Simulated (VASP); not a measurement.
# Cd (R-3m) in VASP: further runs, part 3 of 3

VASP 6.6.1. The steps go on from the part before.

### Step 5. Single point, PBE, collinear spin, ferromagnetic start

Input file INCAR:

```
PREC = Accurate
ENCUT = 520
EDIFF = 1E-7
ISMEAR = 1
SIGMA = 0.036
LREAL = F
LASPH = T
NELM = 150
ALGO = Normal
ISIF = 2
LWAVE = F
LCHARG = F
ISPIN = 2
MAGMOM = -1
LORBIT = 11
GGA = PE
ISYM = 0
NBANDS = 16
```

Input file KPOINTS:

```
regular mesh
0
Gamma
  4 1 6
```

Input file POSCAR:

```
Cd
1.0
    1.6080291515      0.9283960635      2.4492874100
   -1.6080291515      0.9283960635      2.4492874100
    0.0000000000     -1.8567921270      2.4492874100
Cd
1
Direct
    0.0000000000      0.0000000000      0.0000000000
```

Potentials or basis: VASP PAW PBE potentials, release 64 (Cd).

On the command line:

```bash
$ cat potpaw_PBE.64/Cd/POTCAR > POTCAR
$ mpirun -np 1 vasp_std > vasp.out
```

OUTCAR:

```text
PREC = Accurate
   ENCUT = 520
   EDIFF = 1E-7
   ISMEAR = 1
   LREAL = F
   LASPH = T
   NELM = 150
   ISIF = 2
   ISPIN = 2
   LORBIT = 11
   GGA = PE
   ISYM = 0

 ion  position               nearest neighbor table
   1  0.000  0.000  0.000-

IMPORTANT INFORMATION: All symmetrisations will be switched off!
NOSYMM: (Re-)initialisation of all symmetry stuff for point group C_1.

----------------------------------------------------------------------------------------

                                     Primitive cell
[... 700 lines left out ...]
  -------------------------------------------------------------------------------------
  Total       -1.2587815     -0.4862680     -3.8993349      1.1015458     -1.8778256      3.5940200
  in kB      -91.9269216    -35.5114225   -284.7625726     80.4442396   -137.1347866    262.4658873
  external PRESSURE =    -137.4003056 kB  Pullay stress =       0.0000000 kB

 VOLUME and BASIS-vectors are now :
 -----------------------------------------------------------------------------
  energy-cutoff  :      520.00
  volume of cell :       21.94
      direct lattice vectors                 reciprocal lattice vectors
     1.608029152  0.928396064  2.449287410     0.310939637  0.179521083  0.136094005
    -1.608029152  0.928396064  2.449287410    -0.310939637  0.179521083  0.136094005
     0.000000000 -1.856792127  2.449287410     0.000000000 -0.359042166  0.136094005

 POSITION                                       TOTAL-FORCE (eV/Angst)
 -----------------------------------------------------------------------------------
      0.00000      0.00000      0.00000        -0.000000      0.000000      0.000000
 -----------------------------------------------------------------------------------
    total drift:                               -0.000000      0.000000      0.000000

  FREE ENERGIE OF THE ION-ELECTRON SYSTEM (eV)
  ---------------------------------------------------
  free  energy   TOTEN  =        -3.3396094027 eV

  energy  without entropy=       -3.3399863857  energy(sigma->0) =       -3.33973506

 total charge

# of ion       s       p       d       tot
------------------------------------------
    1        0.585   0.227   9.495  10.307

 magnetization (x)

# of ion       s       p       d       tot
------------------------------------------
    1        0.042  -0.000   0.013   0.054
```

OSZICAR:

```text
N       E                     dE             d eps       ncg     rms          rms(c)
DAV:   1     0.779946372582E+02    0.77995E+02   -0.62798E+03   928   0.706E+02
DAV:   2    -0.147375379710E+01   -0.79468E+02   -0.74804E+02  1032   0.207E+02
DAV:   3    -0.325977836884E+01   -0.17860E+01   -0.17852E+01  1104   0.327E+01
DAV:   4    -0.326233339548E+01   -0.25550E-02   -0.25550E-02  1120   0.127E+00
DAV:   5    -0.326233876534E+01   -0.53699E-05   -0.53699E-05  1064   0.552E-02    0.536E+00
DAV:   6    -0.332896392204E+01   -0.66625E-01   -0.11928E-01  1184   0.346E+00    0.280E+00
DAV:   7    -0.333898001926E+01   -0.10016E-01   -0.17046E-02  1072   0.943E-01    0.152E+00
DAV:   8    -0.333936979462E+01   -0.38978E-03   -0.26892E-03  1120   0.388E-01    0.750E-01
DAV:   9    -0.333950541595E+01   -0.13562E-03   -0.64114E-04  1016   0.228E-01    0.200E-01
DAV:  10    -0.333957865890E+01   -0.73243E-04   -0.11634E-04  1096   0.104E-01    0.432E-02
DAV:  11    -0.333960436962E+01   -0.25711E-04   -0.15643E-05  1040   0.235E-02    0.188E-02
DAV:  12    -0.333960571414E+01   -0.13445E-05   -0.41465E-06  1152   0.151E-02    0.171E-02
DAV:  13    -0.333960934176E+01   -0.36276E-05   -0.17888E-06  1016   0.820E-03    0.307E-03
DAV:  14    -0.333960940267E+01   -0.60908E-07   -0.12047E-07  1200   0.277E-03
   1 F= -.33396094E+01 E0= -.33397351E+01  d E =0.376983E-03  mag=     0.0892
```

stdout:

```text
POSCAR found type information on POSCAR Cd
 POSCAR found :  1 types and       1 ions
 scaLAPACK will be used
 LDA part: xc-table for (Slater+PW92), standard interpolation
 -----------------------------------------------------------------------------
|                                                                             |
|           W    W    AA    RRRRR   N    N  II  N    N   GGGG   !!!           |
|           W    W   A  A   R    R  NN   N  II  NN   N  G    G  !!!           |
|           W    W  A    A  R    R  N N  N  II  N N  N  G       !!!           |
|           W WW W  AAAAAA  RRRRR   N  N N  II  N  N N  G  GGG   !            |
|           WW  WW  A    A  R   R   N   NN  II  N   NN  G    G                |
|           W    W  A    A  R    R  N    N  II  N    N   GGGG   !!!           |
|                                                                             |
|     Your reciprocal lattice and k-lattice belong to different lattice       |
|     classes:                                                                |
|                                                                             |
|        The reciprocal lattice is rhombohedral (trigonal),                   |
|        whereas your k-lattice is triclinic.                                 |
|                                                                             |
|     Results are often still useful ...                                      |
|                                                                             |
 -----------------------------------------------------------------------------

 POSCAR, INCAR and KPOINTS ok, starting setup
 FFT: planning ... GRIDC
 FFT: planning ... GRID_SOFT
 FFT: planning ... GRID
 WAVECAR not read
 entering main loop
```

Run time: 17 s. Hardware: 1 thread of Intel Xeon 8259CL, shared host; peak memory 0.14 GiB.

Results:

```yaml
Free_energy: -3.3396 eV
Pressure: -13.7 GPa
Net_moment: 0.09 μB per cell
Site_moments: Cd +0.05 μB
Valence_electrons_inside_the_program's_atomic_spheres: Cd 10.31
```

Levels at points of the mesh, in eV from the Fermi level:
Spin up:
```tsv
k point	band 4	band 5	band 6	band 7	band 8	band 9
(0.00, 0.00, 0.00)	-7.16	-7.09	-7.08	15.06	15.71	15.73
(0.50, 0.00, 0.00)	-6.82	-6.70	-0.84	-0.04	14.05	14.14
(0.00, 0.00, 0.50)	-6.82	-6.70	-0.84	-0.04	14.05	14.13
(0.50, 0.00, 0.50)	-6.65	-6.62	0.78	2.95	7.62	9.15
```
Spin down:
```csv
k point,band 2,band 3,band 4,band 5,band 6,band 7,band 8,band 9,band 10,band 11
"(0.00, 0.00, 0.00)",-7.62,-7.42,-7.09,-7.06,-7.06,15.15,15.77,15.83,18.61,19.25
"(0.50, 0.00, 0.00)",-7.68,-7.39,-6.79,-6.67,-0.79,0.04,14.11,14.22,15.65,17.89
"(0.00, 0.00, 0.50)",-7.67,-7.38,-6.79,-6.68,-0.79,0.04,14.10,14.22,15.65,17.90
"(0.50, 0.00, 0.50)",-8.08,-6.77,-6.63,-6.58,0.87,3.01,7.71,9.21,11.92,13.46
```

Caveat: the k points lie up to 2.41 Å⁻¹ apart.

### Step 6. Single point, PBE

Input file INCAR:

```
SYSTEM = Cd
ALGO = Normal
EDIFF = 1E-6
ENCUT = 520
GGA = PE
ISIF = 2
ISMEAR = 0
LASPH = .True.
LCHARG = .False.
LREAL = .False.
LWAVE = .False.
NBANDS = 12
NELM = 60
PREC = Accurate
SIGMA = 0.1
```

Input file KPOINTS:

```
k-points
0
Gamma
  9 9 9
  0 0 0
```

POSCAR is that of step 5.

Potentials or basis: VASP PAW PBE potentials, release 64 (Cd).

On the command line:

```bash
$ cat potpaw_PBE.64/Cd/POTCAR > POTCAR
$ mpirun -np 1 vasp_std > vasp.out
```

Wall time 17 s (1 thread of Intel Xeon 8259CL, shared host); peak memory 0.15 GiB.

The run converged. Its results:

| Item | Value |
| --- | --- |
| Free energy | -0.7310 eV |
| Pressure | 2.6 GPa |
| Band gap on the k mesh | zero (band 6 reaches 3.49 eV, above the bottom of band 7 at 1.55 eV) |

Levels at points of the mesh, in eV from the Fermi level:
```csv
k point,band 4,band 5,band 6,band 7,band 8,band 9
"(0.00, 0.00, 0.00)",-8.78,-8.71,-8.71,13.43,14.09,14.09
```

### Step 7. Summary

| spin | k mesh | smearing | gap on the mesh (eV) | pressure (GPa) |
| --- | --- | --- | --- | --- |
| off | 5 × 5 × 5 | tetrahedron | none | 1.3 |
| collinear, ferromagnetic start | 4 × 1 × 6 | methfessel-paxton 0.036 eV | none | -13.7 |
| off | 9 × 9 × 9 | gaussian 0.1 eV | none | 2.6 |

Alike in all rows: task single point; level PBE; potentials or basis VASP PAW PBE potentials, release 64 (Cd); cell as given; cutoff (eV) 520.

Caveats: some runs use coarse meshes.

Absolute energies hang on the potentials; compare differences alone.
